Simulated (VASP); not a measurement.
Input of a VASP 6.6.1 run:

The input INCAR:

```
SYSTEM = Cu
ALGO = Fast
EDIFF = 1E-7
ENCUT = 520
ISIF = 2
ISMEAR = 0
LASPH = .TRUE.
LCHARG = .FALSE.
LREAL = .FALSE.
LWAVE = .FALSE.
NBANDS = 30
NELM = 60
PREC = Accurate
SIGMA = 0.1
```

File KPOINTS:

```
k-points
0
G
  18 18 6
  0 0 0
```

Contents of POSCAR:

```
Cu
1.0
    2.4875335592      0.0000000000      0.0000000000
   -1.2437667796      2.1542672550      0.0000000000
    0.0000000000      0.0000000000      8.1308526508
Cu
4
Direct
    0.0000000000      0.0000000000      0.0000000000
    0.3333333333      0.6666666667      0.2500000000
    0.0000000000      0.0000000000      0.5000000000
    0.6666666667      0.3333333333      0.7500000000
```

Potentials or basis: VASP PAW LDA potentials, release 64 (Cu).

Launch:

```console
$ cat potpaw_LDA.64/Cu/POTCAR > POTCAR
$ mpirun -np 1 vasp_std > vasp.out
```

**Question.** Estimate the pressure.

**Answer.** 0.9 GPa.

**Question.** Predict the band gap on the k mesh.

**Answer.** Zero (bands 22 and 23 overlap by 5.45 eV).
